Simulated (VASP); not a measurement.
# CO in VASP: further runs, part 2 of 4

VASP 6.6.1. Earlier steps stand in the parts before.

### 3 Single point, PBE+D3(BJ)

Input file INCAR:

```
SYSTEM = CO
  PREC = Accurate
  ENCUT = 520
  EDIFF = 1E-7
  ISMEAR = -1
  SIGMA = 0.02
  LREAL = Auto
  LASPH = .TRUE.
  NELM = 60
  ALGO = Normal
  ISIF = 2
  LWAVE = .FALSE.
  LCHARG = .FALSE.
  GGA = PE
  IVDW = 12
  NBANDS = 66
```

Input file KPOINTS:

```
regular mesh
0
G
  1 1 1
  0 0 0
```

Input file POSCAR:

```
CO
1.0
    9.1017270000      0.0000000000      0.0000000000
    0.0000000000      9.1017270000      0.0000000000
    0.0000000000      0.0000000000      9.1017270000
O C
10 10
Direct
    0.1396108673      0.0466065396      0.1160658851
    0.8507176715      0.3279157900      0.8963244009
    0.7285979902      0.6484813267      0.7346847472
    0.7492424240     -0.0286978504      0.5549276527
    0.6296826965      0.7919376180      0.0677673589
    0.2796941723      0.3823779817      0.9375253729
    0.0655479998      0.1671880512      0.5884377767
    0.1583985105      0.5720892310      0.5742756292
    0.7141831435      0.4191072749      0.2732118861
    0.2889671378      0.9359652295      0.5127927920
    0.0777105268      0.0918397135      0.2140582771
    0.8456087510      0.2044666908      0.9016750338
    0.6913632984      0.5562021361      0.6581168607
    0.7734685956     -0.0048012866      0.4358293761
    0.6703562961      0.8905452778      0.0040212149
    0.3726765261      0.4070765911      0.8604740617
    0.0268300730      0.2605988951      0.5145616870
    0.1902715825      0.5397107604      0.4603521947
    0.7699198185      0.5271197433      0.2918127516
    0.4126799233      0.9249453428      0.5198903461
```

Potentials or basis: VASP PAW PBE potentials, release 64 (O, C).

Started as:

```sh
$ cat potpaw_PBE.64/O/POTCAR potpaw_PBE.64/C/POTCAR > POTCAR
$ mpirun -np 1 vasp_gam > vasp.out
```

OUTCAR:

```text
SYSTEM = CO
   PREC = Accurate
   ENCUT = 520
   EDIFF = 1E-7
   ISMEAR = -1
   LREAL = Auto
   LASPH = .TRUE.
   NELM = 60
   ISIF = 2
   GGA = PE
   IVDW = 12
 IVDW          = 12

 ion  position               nearest neighbor table
   1  0.140  0.047  0.116-  11 1.13
   2  0.851  0.328  0.896-  12 1.13
   3  0.729  0.648  0.735-  13 1.14
   4  0.749  0.971  0.555-  14 1.13
   5  0.630  0.792  0.068-  15 1.13
   6  0.280  0.382  0.938-  16 1.12
[... 12 lines left out ...]
  19  0.770  0.527  0.292-   9 1.12
  20  0.413  0.925  0.520-  10 1.13

  LATTYP: Found a simple cubic cell.
 ALAT       =     9.1017270000

  Lattice vectors:

 A1 = (   9.1017270000,   0.0000000000,   0.0000000000)
 A2 = (   0.0000000000,   9.1017270000,   0.0000000000)
 A3 = (   0.0000000000,   0.0000000000,   9.1017270000)

Analysis of symmetry for initial positions (statically):
=====================================================================
 Subroutine PRICEL returns:
 Original cell was already a primitive cell.

 Routine SETGRP: Setting up the symmetry group for a
 simple cubic supercell.

 Subroutine GETGRP returns: Found  1 space group operations
 (whereof  1 operations were pure point group operations)
 out of a pool of 48 trial point group operations.

The static configuration has the point symmetry C_1 .

Analysis of symmetry for dynamics (positions and initial velocities):
=====================================================================
 Subroutine PRICEL returns:
 Original cell was already a primitive cell.

 Routine SETGRP: Setting up the symmetry group for a
 simple cubic supercell.

 Subroutine GETGRP returns: Found  1 space group operations
 (whereof  1 operations were pure point group operations)
 out of a pool of 48 trial point group operations.

The dynamic configuration has the point symmetry C_1 .

 Subroutine INISYM returns: Found  1 space group operations
 (whereof  1 operations are pure point group operations),
 and found     1 'primitive' translations

----------------------------------------------------------------------------------------

                                     Primitive cell

  volume of cell :     754.0001

  direct lattice vectors                    reciprocal lattice vectors
     9.101727000  0.000000000  0.000000000     0.109869259  0.000000000  0.000000000
     0.000000000  9.101727000  0.000000000     0.000000000  0.109869259  0.000000000
     0.000000000  0.000000000  9.101727000     0.000000000  0.000000000  0.109869259

  length of vectors
     9.101727000  9.101727000  9.101727000     0.109869259  0.109869259  0.109869259

  position of ions in fractional coordinates (direct lattice)
     0.139610867  0.046606540  0.116065885
     0.850717671  0.327915790  0.896324401
     0.728597990  0.648481327  0.734684747
     0.749242424  0.971302150  0.554927653
     0.629682696  0.791937618  0.067767359
     0.279694172  0.382377982  0.937525373
[... 12 lines left out ...]
     0.769919819  0.527119743  0.291812752
     0.412679923  0.924945343  0.519890346

  ion indices of the primitive-cell ions
   primitive index   ion index
                 1           1
                 2           2
                 3           3
                 4           4
                 5           5
                 6           6
[... 12 lines left out ...]
                19          19
                20          20

----------------------------------------------------------------------------------------

 KPOINTS: regular mesh

Automatic generation of k-mesh.
 Grid dimensions read from file:
 generate k-points for:    1    1    1

 Generating k-lattice:

  Cartesian coordinates                     Fractional coordinates (reciprocal lattice)
     0.109869259  0.000000000  0.000000000     1.000000000  0.000000000  0.000000000
     0.000000000  0.109869259  0.000000000     0.000000000  1.000000000  0.000000000
     0.000000000  0.000000000  0.109869259     0.000000000  0.000000000  1.000000000

  Length of vectors
     0.109869259  0.109869259  0.109869259

  Shift w.r.t. Gamma in fractional coordinates (k-lattice)
     0.000000000  0.000000000  0.000000000

 Subroutine IBZKPT returns following result:
 ===========================================

 Found      1 irreducible k-points:

 Following reciprocal coordinates:
            Coordinates               Weight
  0.000000  0.000000  0.000000      1.000000
   k-points           NKPTS =      1   k-points in BZ     NKDIM =      1   number of bands    NBANDS=     66
   number of dos      NEDOS =    301   number of ions     NIONS =     20
   total plane-waves  NPLWV = 343000
   dimension x,y,z NGX =    70 NGY =   70 NGZ =   70
   dimension x,y,z NGXF=   140 NGYF=  140 NGZF=  140
   ions per type =              10  10
   NGX,Y,Z   is equivalent  to a cutoff of  12.79, 12.79, 12.79 a.u.
   NGXF,Y,Z  is equivalent  to a cutoff of  25.57, 25.57, 25.57 a.u.
 SYSTEM =  CO
   PREC   = accura    normal or accurate (medium, high low for compatibility)
   ISTART =      0    job   : 0-new  1-cont  2-samecut
   ICHARG =      2    charge: 1-file 2-atom 10-const
   ISPIN  =      1    spin polarized calculation?
   LNONCOLLINEAR =      F non collinear calculations
   LSORBIT =      F    spin-orbit coupling
   LASPH  =      T    aspherical Exc in radial PAW
   ENCUT  =  520.0 eV  38.22 Ry    6.18 a.u.  16.92 16.92 16.92*2*pi/ulx,y,z
   NELM   =     60;   NELMIN=  2; NELMDL= -5     # of ELM steps
   EDIFF  = 0.1E-06   stopping-criterion for ELM
   LREAL  =      T    real-space projection
   EDIFFG = 0.1E-05   stopping-criterion for IOM
   NSW    =      0    number of steps for IOM
   IBRION =     -1    ionic relax: 0-MD 1-quasi-New 2-CG
   NFREE  =      0    steps in history (QN), initial steepest desc. (CG)
   ISIF   =      2    stress and relaxation
   ISYM   =      2    0-nonsym 1-usesym 2-fastsym
   POTIM  = 0.5000    time-step for ionic-motion
   TEBEG  =    0.0;   TEEND  =   0.0 temperature during run
   PSTRESS=    0.0 pullay stress
   NELECT =     100.0000    total number of electrons
   NUPDOWN=      -1.0000    fix difference up-down
   EMIN   =  10.00;   EMAX   =-10.00  energy-range for DOS
   EFERMI =   0.00;   METHOD = LEGACY
   ISMEAR =    -1;   SIGMA  =   0.02  broadening in eV -4-tet -1-fermi 0-gaus
   EFERMI_NEDOS =   21; number of points for ismear=-14 and -15
   IALGO  =     38    algorithm
   IMIX   =      4    mixing-type and parameters
     AMIX     =   0.40;   BMIX     =  1.00
     AMIX_MAG =   1.60;   BMIX_MAG =  1.00
  volume/ion in A,a.u.               =      37.70       254.41
  Fermi-wavevector in a.u.,A,eV,Ry     =   0.834868  1.577671  9.483318  0.697004
  Thomas-Fermi vector in A             =   1.948331
   LORBIT       =      0    0 simple, 1 ext, 2 COOP (PROOUT), +10 PAW based schemes
   GGA     = PE    functional components
   LHFCALC =     F    Hartree Fock is set to
   AEXX    =    0.0000 exact exchange contribution
   IVDW    =    12    specifies the selected vdW correction
   LEPSILON=     F    determine dielectric tensor
   LRPA    =     F    only Hartree local field effects (RPA)
 non-spin polarized calculation
  energy-cutoff  :      520.00
  volume of cell :      754.00
 maximum number of plane-waves:     10171
 NGX is ok and might be reduce to    70
   NGX = 33   NGY = 33   NGZ = 33

 number of electron     100.0000003 magnetization

 Free energy of the ion-electron system (eV)
  ---------------------------------------------------
  ext. energy  EPLUGINS =         0.00000000
  ---------------------------------------------------
  free energy    TOTEN  =      -147.72320794 eV

  energy without entropy =     -147.72320794  energy(sigma->0) =     -147.72320794

 E-fermi :  -5.9197     XC(G=0):  -4.7072

 val. band max:       -6.4388907241   @ k =   0.0000   0.0000   0.0000
 cond. band min:      -0.5152637083   @ k =   0.0000   0.0000   0.0000
 fundamental gap:      5.9236270158
 Fermi energy:        -5.9196660257

 k-point     1 :       0.0000    0.0000    0.0000
  band No.  band energies     occupation
      1     -27.6197      2.00000
      2     -27.5905      2.00000
      3     -27.4592      2.00000
      4     -27.3940      2.00000
      5     -27.3770      2.00000
      6     -27.3354      2.00000
[... 54 lines left out ...]
     61       0.1344      0.00000
     62       0.1864      0.00000
 [bands above 62 left out]

------------------------ aborting loop because EDIFF is reached ----------------------------------------

 Edisp (eV)   -0.67746

 E8    (eV) :    -0.1713

  FORCE on cell =-STRESS in cart. coord.  units (eV):
  Direction    XX          YY          ZZ          XY          YZ          ZX
  --------------------------------------------------------------------------------------
  -------------------------------------------------------------------------------------
  Total       4.59679     7.06033     7.37354     2.02105     0.08628    -3.24457
  in kB       9.76774    15.00252    15.66805     4.29453     0.18334    -6.89439
  external pressure =       13.48 kB  Pullay stress =        0.00 kB

 VOLUME and BASIS-vectors are now :
 -----------------------------------------------------------------------------
  energy-cutoff  :      520.00
  volume of cell :      754.00
      direct lattice vectors                 reciprocal lattice vectors
     9.101727000  0.000000000  0.000000000     0.109869259  0.000000000  0.000000000
     0.000000000  9.101727000  0.000000000     0.000000000  0.109869259  0.000000000
     0.000000000  0.000000000  9.101727000     0.000000000  0.000000000  0.109869259

 POSITION                                       TOTAL-FORCE (eV/Angst)
 -----------------------------------------------------------------------------------
      1.27070      0.42420      1.05640         0.633082     -0.471752     -1.010693
      7.74300      2.98460      8.15810         0.062957      2.248402     -0.081942
      6.63150      5.90230      6.68690         0.002069      0.013444      0.016598
      6.81940      8.84053      5.05080        -0.241408     -0.335786      1.781570
      5.73120      7.20800      0.61680        -0.494702     -1.222052      0.795323
      2.54570      3.48030      8.53310        -1.967848     -0.530462      1.622876
[... 12 lines left out ...]
      7.00760      4.79770      2.65600         1.374140      2.596127      0.479624
      3.75610      8.41860      4.73190         1.152406     -0.151933      0.061662
 -----------------------------------------------------------------------------------
    total drift:                               -0.001920     -0.004228      0.010721

  FREE ENERGIE OF THE ION-ELECTRON SYSTEM (eV)
  ---------------------------------------------------
  free  energy   TOTEN  =      -148.4006724080 eV

  energy  without entropy=     -148.4006724080  energy(sigma->0) =     -148.40067241
```

Run time: 67 s. Hardware: 1 thread of AMD EPYC 9R45 (Zen 5), shared host; peak memory 0.58 GiB.

Results:

```
Free energy                : -148.4007 eV
Pressure                   : 1.3 GPa
Largest force              : 3.471 eV/Å
Dispersion energy per atom : -0.034 eV
```

Forces in eV/Å, atoms in the order of the input:
```
O    0.633 -0.472 -1.011
O    0.063  2.248 -0.082
O    0.002  0.013  0.017
O   -0.241 -0.336  1.782
O   -0.495 -1.222  0.795
O   -1.968 -0.530  1.623
O    0.160 -0.279  0.311
O   -0.861  0.986  3.215
O   -1.351 -2.615 -0.491
O   -1.276  0.087 -0.094
C   -0.594  0.456  0.938
C   -0.010 -2.179  0.077
C   -0.003 -0.015 -0.033
C    0.332  0.313 -1.792
C    0.425  1.164 -0.752
C    1.960  0.526 -1.614
C   -0.244  0.239 -0.223
C    0.939 -0.830 -3.206
C    1.374  2.596  0.480
C    1.152 -0.152  0.062
```

Levels at points of the mesh, in eV from the Fermi level:
```tsv
k point	band 46	band 47	band 48	band 49	band 50	band 51	band 52	band 53	band 54	band 55
(0.00, 0.00, 0.00)	-1.00	-0.76	-0.70	-0.60	-0.52	5.40	5.58	5.63	5.67	5.78
```

Caveat: the k points lie up to 0.69 Å⁻¹ apart.

(Part 2 of 4 ends here.)
